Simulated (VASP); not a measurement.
# KBr (P1) in VASP: notebook

The runs below take KBr through single point, with PBEsol.

Program: VASP 6.6.1. These are calculated values, not measurements. Logs are shortened: lines on timing, memory, paths and dates and some standing lists are left out, and cuts for length are marked.

**1. The cell of the first run**

The typed cell holds 4 atoms: a = 9.334 Å, b = 4.667 Å, c = 4.667 Å, α = 60.00°, β = 60.00°, γ = 60.00°.

**2. Single point, PBEsol**

INCAR

```
  PREC = Accurate
  ENCUT = 520
  EDIFF = 1E-6
  ISMEAR = -1
  SIGMA = 0.08
  LREAL = F
  LASPH = T
  NELM = 60
  ALGO = Normal
  ISIF = 2
  LWAVE = F
  LCHARG = F
  GGA = PS
  NBANDS = 24
```

KPOINTS

```
Automatic mesh
0
Gamma
  3 5 5
```

POSCAR

```
KBr
1.0
    0.0000000000      6.6000000000      6.6000000000
    3.3000000000      0.0000000000      3.3000000000
    3.3000000000      3.3000000000      0.0000000000
K Br
2 2
Direct
    0.0031921970     -0.0072050000      0.0043774242
    0.4965395455     -0.0017063636     -0.0033975758
    0.2456374242      0.5128272727      0.4994209091
    0.7544938636      0.4915331818      0.5000995455
```

Potentials or basis: VASP PAW PBE potentials, release 64 (K_sv, Br).

Launch:

```bash
$ cat potpaw_PBE.64/K_sv/POTCAR potpaw_PBE.64/Br/POTCAR > POTCAR
$ mpirun -np 1 vasp_std > vasp.out
```

OUTCAR:

```text
PREC = Accurate
   ENCUT = 520
   EDIFF = 1E-6
   ISMEAR = -1
   LREAL = F
   LASPH = T
   NELM = 60
   ISIF = 2
   GGA = PS

 ion  position               nearest neighbor table
   1  0.003  0.993  0.004-   3 3.23   3 3.25   4 3.28   4 3.30
   2  0.497  0.998  0.997-   3 3.26   3 3.30
   3  0.246  0.513  0.499-   1 3.23   1 3.25   2 3.26   2 3.30
   4  0.754  0.492  0.500-   1 3.28   1 3.30

  LATTYP: Found a trigonal (rhomboedric) cell.
 ALAT       =     8.0833161512
 COS(alpha) =     0.8333333333

  Lattice vectors:

 A1 = (   3.3000000000,  -3.3000000000,  -6.6000000000)
 A2 = (   6.6000000000,  -3.3000000000,  -3.3000000000)
 A3 = (   3.3000000000,  -6.6000000000,  -3.3000000000)

Analysis of symmetry for initial positions (statically):
=====================================================================
 Subroutine PRICEL returns:
 Original cell was already a primitive cell.

 Routine SETGRP: Setting up the symmetry group for a
 trigonal (rhombohedral) supercell.

 Subroutine GETGRP returns: Found  1 space group operations
 (whereof  1 operations were pure point group operations)
 out of a pool of 12 trial point group operations.

The static configuration has the point symmetry C_1 .

Analysis of symmetry for dynamics (positions and initial velocities):
=====================================================================
 Subroutine PRICEL returns:
 Original cell was already a primitive cell.

 Routine SETGRP: Setting up the symmetry group for a
 trigonal (rhombohedral) supercell.

 Subroutine GETGRP returns: Found  1 space group operations
 (whereof  1 operations were pure point group operations)
 out of a pool of 12 trial point group operations.

The dynamic configuration has the point symmetry C_1 .

 Subroutine INISYM returns: Found  1 space group operations
 (whereof  1 operations are pure point group operations),
 and found     1 'primitive' translations

----------------------------------------------------------------------------------------

                                     Primitive cell

  volume of cell :     143.7480

  direct lattice vectors                    reciprocal lattice vectors
     0.000000000  6.600000000  6.600000000    -0.075757576  0.075757576  0.075757576
     3.300000000  0.000000000  3.300000000     0.151515152 -0.151515152  0.151515152
     3.300000000  3.300000000  0.000000000     0.151515152  0.151515152 -0.151515152

  length of vectors
     9.333809512  4.666904756  4.666904756     0.131215970  0.262431941  0.262431941

  position of ions in fractional coordinates (direct lattice)
     0.003192197  0.992795000  0.004377424
     0.496539545  0.998293636  0.996602424
     0.245637424  0.512827273  0.499420909
     0.754493864  0.491533182  0.500099545

  ion indices of the primitive-cell ions
   primitive index   ion index
                 1           1
                 2           2
                 3           3
                 4           4

----------------------------------------------------------------------------------------

 KPOINTS: Automatic mesh

Automatic generation of k-mesh.
 Grid dimensions read from file:
 generate k-points for:    3    5    5

 Generating k-lattice:

  Cartesian coordinates                     Fractional coordinates (reciprocal lattice)
    -0.025252525  0.025252525  0.025252525     0.333333333  0.000000000  0.000000000
     0.030303030 -0.030303030  0.030303030     0.000000000  0.200000000  0.000000000
     0.030303030  0.030303030 -0.030303030     0.000000000  0.000000000  0.200000000

  Length of vectors
     0.043738657  0.052486388  0.052486388

  Shift w.r.t. Gamma in fractional coordinates (k-lattice)
     0.000000000  0.000000000  0.000000000

 -----------------------------------------------------------------------------
|                                                                             |
|           W    W    AA    RRRRR   N    N  II  N    N   GGGG   !!!           |
|           W    W   A  A   R    R  NN   N  II  NN   N  G    G  !!!           |
|           W    W  A    A  R    R  N N  N  II  N N  N  G       !!!           |
|           W WW W  AAAAAA  RRRRR   N  N N  II  N  N N  G  GGG   !            |
|           WW  WW  A    A  R   R   N   NN  II  N   NN  G    G                |
|           W    W  A    A  R    R  N    N  II  N    N   GGGG   !!!           |
|                                                                             |
|     Your reciprocal lattice and k-lattice belong to different lattice       |
|     classes:                                                                |
|                                                                             |
|        The reciprocal lattice is rhombohedral (trigonal),                   |
|        whereas your k-lattice is base-centered monoclinic.                  |
|                                                                             |
|     Results are often still useful ...                                      |
|                                                                             |
 -----------------------------------------------------------------------------

 WARNING: IBZKPT: internal override: KBLOWUP is changed to .FALSE.
      ... skipping the blow-up phase ...

 Subroutine IBZKPT returns following result:
 ===========================================

 Found     38 irreducible k-points:

 Following reciprocal coordinates:
            Coordinates               Weight
  0.000000  0.000000  0.000000      1.000000
  0.333333  0.000000  0.000000      2.000000
  0.000000  0.200000  0.000000      2.000000
  0.333333  0.200000  0.000000      2.000000
 -0.333333  0.200000  0.000000      2.000000
  0.000000  0.400000  0.000000      2.000000
[... 16 lines left out ...]
 -0.333333 -0.200000  0.200000      2.000000
  0.000000  0.000000  0.400000      2.000000
 [... further k-points ...]
   k-points           NKPTS =     38   k-points in BZ     NKDIM =     38   number of bands    NBANDS=     24
   number of dos      NEDOS =    301   number of ions     NIONS =      4
   total plane-waves  NPLWV =  90720
   dimension x,y,z NGX =    70 NGY =   36 NGZ =   36
   dimension x,y,z NGXF=   140 NGYF=   72 NGZF=   72
   ions per type =               2   2
   NGX,Y,Z   is equivalent  to a cutoff of  12.47, 12.82, 12.82 a.u.
   NGXF,Y,Z  is equivalent  to a cutoff of  24.94, 25.65, 25.65 a.u.
 SYSTEM =  unknown system
   PREC   = accura    normal or accurate (medium, high low for compatibility)
   ISTART =      0    job   : 0-new  1-cont  2-samecut
   ICHARG =      2    charge: 1-file 2-atom 10-const
   ISPIN  =      1    spin polarized calculation?
   LNONCOLLINEAR =      F non collinear calculations
   LSORBIT =      F    spin-orbit coupling
   LASPH  =      T    aspherical Exc in radial PAW
   ENCUT  =  520.0 eV  38.22 Ry    6.18 a.u.  17.35  8.68  8.68*2*pi/ulx,y,z
   NELM   =     60;   NELMIN=  2; NELMDL= -5     # of ELM steps
   EDIFF  = 0.1E-05   stopping-criterion for ELM
   LREAL  =      F    real-space projection
   EDIFFG = 0.1E-04   stopping-criterion for IOM
   NSW    =      0    number of steps for IOM
   IBRION =     -1    ionic relax: 0-MD 1-quasi-New 2-CG
   NFREE  =      0    steps in history (QN), initial steepest desc. (CG)
   ISIF   =      2    stress and relaxation
   ISYM   =      2    0-nonsym 1-usesym 2-fastsym
   POTIM  = 0.5000    time-step for ionic-motion
   TEBEG  =    0.0;   TEEND  =   0.0 temperature during run
   PSTRESS=    0.0 pullay stress
   NELECT =      32.0000    total number of electrons
   NUPDOWN=      -1.0000    fix difference up-down
   EMIN   =  10.00;   EMAX   =-10.00  energy-range for DOS
   EFERMI =   0.00;   METHOD = LEGACY
   ISMEAR =    -1;   SIGMA  =   0.08  broadening in eV -4-tet -1-fermi 0-gaus
   EFERMI_NEDOS =   21; number of points for ismear=-14 and -15
   IALGO  =     38    algorithm
   IMIX   =      4    mixing-type and parameters
     AMIX     =   0.40;   BMIX     =  1.00
     AMIX_MAG =   1.60;   BMIX_MAG =  1.00
  volume/ion in A,a.u.               =      35.94       242.51
  Fermi-wavevector in a.u.,A,eV,Ry     =   0.992181  1.874950 13.393889  0.984423
  Thomas-Fermi vector in A             =   2.123975
   LORBIT       =      0    0 simple, 1 ext, 2 COOP (PROOUT), +10 PAW based schemes
   GGA     = PS    functional components
   LHFCALC =     F    Hartree Fock is set to
   AEXX    =    0.0000 exact exchange contribution
   IVDW    =     0    specifies the selected vdW correction
   LEPSILON=     F    determine dielectric tensor
   LRPA    =     F    only Hartree local field effects (RPA)
 non-spin polarized calculation
  energy-cutoff  :      520.00
  volume of cell :      143.75
 maximum number of plane-waves:      3896
 NGX is ok and might be reduce to    70
   NGX = 35   NGY = 17   NGZ = 17

 number of electron      31.9999997 magnetization

 Free energy of the ion-electron system (eV)
  ---------------------------------------------------
  ext. energy  EPLUGINS =         0.00000000
  ---------------------------------------------------
  free energy    TOTEN  =       -12.91010367 eV

  energy without entropy =      -12.91010367  energy(sigma->0) =      -12.91010367

 E-fermi :   0.0360     XC(G=0):  -7.5447

 val. band max:       -1.8126564333   @ k =   0.0000   0.0000   0.0000
 cond. band min:       2.4505918035   @ k =   0.0000   0.0000   0.0000
 fundamental gap:      4.2632482368
 Fermi energy:         0.0359502534

 k-point     1 :       0.0000    0.0000    0.0000
  band No.  band energies     occupation
      1     -29.4943      2.00000
      2     -29.3778      2.00000
      3     -14.3105      2.00000
      4     -14.1166      2.00000
      5     -13.0412      2.00000
      6     -13.0399      2.00000
[... 16 lines left out ...]
     23       6.5420      0.00000
     24       6.5631      0.00000

 k-point     2 :       0.3333    0.0000    0.0000
  band No.  band energies     occupation
      1     -29.4942      2.00000
      2     -29.3778      2.00000
      3     -14.2853      2.00000
      4     -14.1517      2.00000
      5     -13.0413      2.00000
      6     -13.0400      2.00000
[... 16 lines left out ...]
     23       6.8794      0.00000
     24       6.9090      0.00000
[... 565 lines left out ...]
     23       7.3902      0.00000
     24       7.7126      0.00000

 k-point    24 :       0.0000    0.0000    0.4000
  band No.  band energies     occupation
      1     -29.4909      2.00000
      2     -29.3743      2.00000
      3     -14.2962      2.00000
      4     -14.0504      2.00000
      5     -13.0834      2.00000
      6     -13.0582      2.00000
[... 16 lines left out ...]
     23       7.3775      0.00000
     24       7.5792      0.00000

 [... further k-points ...]
[... 5 lines left out ...]
  --------------------------------------------------------------------------------------
  -------------------------------------------------------------------------------------
  Total       -0.2331026     -0.2215998     -0.2475374      0.0057256     -0.0022250     -0.0001537
  in kB       -2.5981003     -2.4698927     -2.7589869      0.0638162     -0.0247989     -0.0017131
  external PRESSURE =      -2.6089933 kB  Pullay stress =       0.0000000 kB

 VOLUME and BASIS-vectors are now :
 -----------------------------------------------------------------------------
  energy-cutoff  :      520.00
  volume of cell :      143.75
      direct lattice vectors                 reciprocal lattice vectors
     0.000000000  6.600000000  6.600000000    -0.075757576  0.075757576  0.075757576
     3.300000000  0.000000000  3.300000000     0.151515152 -0.151515152  0.151515152
     3.300000000  3.300000000  0.000000000     0.151515152  0.151515152 -0.151515152

 POSITION                                       TOTAL-FORCE (eV/Angst)
 -----------------------------------------------------------------------------------
      3.29067      0.03551      3.29729         0.042602     -0.072169     -0.013621
      6.58316      6.56595      6.57153        -0.002049      0.058103      0.065848
      3.34042      3.26930      3.31354        -0.082390      0.065711     -0.015792
      3.27239      6.62999      6.60172         0.041837     -0.051645     -0.036435
 -----------------------------------------------------------------------------------
    total drift:                                0.000087     -0.000034     -0.000099

  FREE ENERGIE OF THE ION-ELECTRON SYSTEM (eV)
  ---------------------------------------------------
  free  energy   TOTEN  =       -12.9101036656 eV

  energy  without entropy=      -12.9101036655  energy(sigma->0) =      -12.91010367
```

Run time: 71 s. Hardware: 1 thread of Intel Xeon 6975P-C (Granite Rapids), shared host; peak memory 0.34 GiB.

What came out:

```yaml
Free_energy: -12.9101 eV
Pressure: -0.3 GPa
Largest_force: 0.107 eV/Å
Band_gap_on_the_k_mesh: 4.26 eV
```

Forces on the atoms (eV/Å):
```
K    0.043 -0.072 -0.014
K   -0.002  0.058  0.066
Br  -0.082  0.066 -0.016
Br   0.042 -0.052 -0.036
```

Caveat: the PAW data sets were made with another functional, which shifts forces and pressure a little.

**3. Single point, PBEsol**

INCAR

```
SYSTEM = KBr
ALGO     = Normal         ! electronic algorithm
EDIFF    = 1E-7           ! SCF threshold, eV
ENCUT    = 520            ! plane-wave cutoff, eV
GGA      = PS             ! functional
ISIF     = 2              ! what is computed and relaxed
ISMEAR   = -1             ! smearing method
LASPH    = .True.         ! aspherical terms in the spheres
LCHARG   = .False.        ! write CHGCAR
LREAL    = .False.        ! projectors in reciprocal space
LWAVE    = .False.        ! write WAVECAR
NBANDS   = 24             ! bands
NELM     = 80             ! most SCF steps
PREC     = Accurate       ! precision mode
SIGMA    = 0.08           ! smearing width, eV
```

KPOINTS

```
k-points
0
Gamma
  3 5 5
  0 0 0
```

Edit POSCAR of step 2 so:

```diff
@@ -8,3 +8,3 @@
 Direct
-    0.0031921970     -0.0072050000      0.0043774242
+    0.0031921212     -0.0072051515      0.0043775758
     0.4965395455     -0.0017063636     -0.0033975758
```

Potentials or basis: VASP PAW PBE potentials, release 64 (K_sv, Br).

Launch:

```bash
$ cat potpaw_PBE.64/K_sv/POTCAR potpaw_PBE.64/Br/POTCAR > POTCAR
$ mpirun -np 1 vasp_std > vasp.out
```

OUTCAR:

```text
SYSTEM = KBr
   EDIFF = 1E-7
   ENCUT = 520
   GGA = PS
   ISIF = 2
   ISMEAR = -1
   LASPH = .True.
   LREAL = .False.
   NELM = 80
   PREC = Accurate

 ion  position               nearest neighbor table
   1  0.003  0.993  0.004-   3 3.23   3 3.25   4 3.28   4 3.30
   2  0.497  0.998  0.997-   3 3.26   3 3.30
   3  0.246  0.513  0.499-   1 3.23   1 3.25   2 3.26   2 3.30
   4  0.754  0.492  0.500-   1 3.28   1 3.30

  LATTYP: Found a trigonal (rhomboedric) cell.
 ALAT       =     8.0833161512
 COS(alpha) =     0.8333333333

  Lattice vectors:

[... 858 lines left out ...]

 [... further k-points ...]
[... 5 lines left out ...]
  --------------------------------------------------------------------------------------
  -------------------------------------------------------------------------------------
  Total       -0.2323791     -0.2208708     -0.2467951      0.0057190     -0.0022201     -0.0001553
  in kB       -2.5900358     -2.4617677     -2.7507137      0.0637424     -0.0247450     -0.0017312
  external PRESSURE =      -2.6008390 kB  Pullay stress =       0.0000000 kB

 VOLUME and BASIS-vectors are now :
 -----------------------------------------------------------------------------
  energy-cutoff  :      520.00
  volume of cell :      143.75
      direct lattice vectors                 reciprocal lattice vectors
     0.000000000  6.600000000  6.600000000    -0.075757576  0.075757576  0.075757576
     3.300000000  0.000000000  3.300000000     0.151515152 -0.151515152  0.151515152
     3.300000000  3.300000000  0.000000000     0.151515152  0.151515152 -0.151515152

 POSITION                                       TOTAL-FORCE (eV/Angst)
 -----------------------------------------------------------------------------------
      3.29067      0.03551      3.29729         0.042481     -0.072084     -0.013526
      6.58316      6.56595      6.57153        -0.001922      0.057998      0.065732
      3.34042      3.26930      3.31354        -0.082460      0.065775     -0.015729
      3.27239      6.62999      6.60172         0.041900     -0.051689     -0.036477
 -----------------------------------------------------------------------------------
    total drift:                                0.000059      0.000061      0.000034

  FREE ENERGIE OF THE ION-ELECTRON SYSTEM (eV)
  ---------------------------------------------------
  free  energy   TOTEN  =       -12.9101036910 eV

  energy  without entropy=      -12.9101036909  energy(sigma->0) =      -12.91010369
```

OSZICAR:

```text
N       E                     dE             d eps       ncg     rms          rms(c)
DAV:   1     0.227742953929E+03    0.22774E+03   -0.13778E+04  1824   0.116E+03
DAV:   2     0.541905868668E+01   -0.22232E+03   -0.20913E+03  2216   0.294E+02
DAV:   3    -0.128482716783E+02   -0.18267E+02   -0.18182E+02  3008   0.732E+01
DAV:   4    -0.132331440070E+02   -0.38487E+00   -0.38406E+00  2680   0.105E+01
DAV:   5    -0.132436895383E+02   -0.10546E-01   -0.10545E-01  2704   0.135E+00    0.431E+00
DAV:   6    -0.129184322900E+02    0.32526E+00   -0.51079E-01  2352   0.283E+00    0.316E+00
DAV:   7    -0.128940710609E+02    0.24361E-01   -0.28918E-01  2392   0.227E+00    0.150E+00
DAV:   8    -0.129089976059E+02   -0.14927E-01   -0.50373E-02  2720   0.118E+00    0.297E-01
DAV:   9    -0.129089298450E+02    0.67761E-04   -0.11637E-03  2512   0.182E-01    0.155E-01
DAV:  10    -0.129101078130E+02   -0.11780E-02   -0.21021E-03  2368   0.206E-01    0.759E-02
DAV:  11    -0.129100906817E+02    0.17131E-04   -0.86868E-05  2808   0.480E-02    0.216E-02
DAV:  12    -0.129101005666E+02   -0.98849E-05   -0.12941E-05  2400   0.187E-02    0.767E-03
DAV:  13    -0.129101032004E+02   -0.26339E-05   -0.35670E-06  2640   0.115E-02    0.354E-03
DAV:  14    -0.129101037164E+02   -0.51600E-06   -0.46498E-07  2208   0.467E-03    0.124E-03
DAV:  15    -0.129101036910E+02    0.25410E-07   -0.90739E-08  2104   0.168E-03
   1 F= -.12910104E+02 E0= -.12910104E+02  d E =-.784131E-10
```

stdout:

```text
POSCAR found type information on POSCAR K Br
 POSCAR found :  2 types and       4 ions
 scaLAPACK will be used
 -----------------------------------------------------------------------------
|                                                                             |
|                                                                             |
|     You enforced a specific xc type in the INCAR file but a different       |
[... 22 lines left out ...]
 -----------------------------------------------------------------------------

 POSCAR, INCAR and KPOINTS ok, starting setup
 FFT: planning ... GRIDC
 FFT: planning ... GRID_SOFT
 FFT: planning ... GRID
 WAVECAR not read
 entering main loop
```

Wall time 81 s (1 thread of Intel Xeon 6975P-C (Granite Rapids), shared host); peak memory 0.34 GiB.

What came out:

```
Free energy            : -12.9101 eV
Pressure               : -0.3 GPa
Largest force          : 0.107 eV/Å
Band gap on the k mesh : 4.26 eV
```

Forces in eV/Å, atoms in the order of the input:
```
K    0.042 -0.072 -0.014
K   -0.002  0.058  0.066
Br  -0.082  0.066 -0.016
Br   0.042 -0.052 -0.036
```

Caveat: the PAW data sets were made with another functional, which shifts forces and pressure a little.
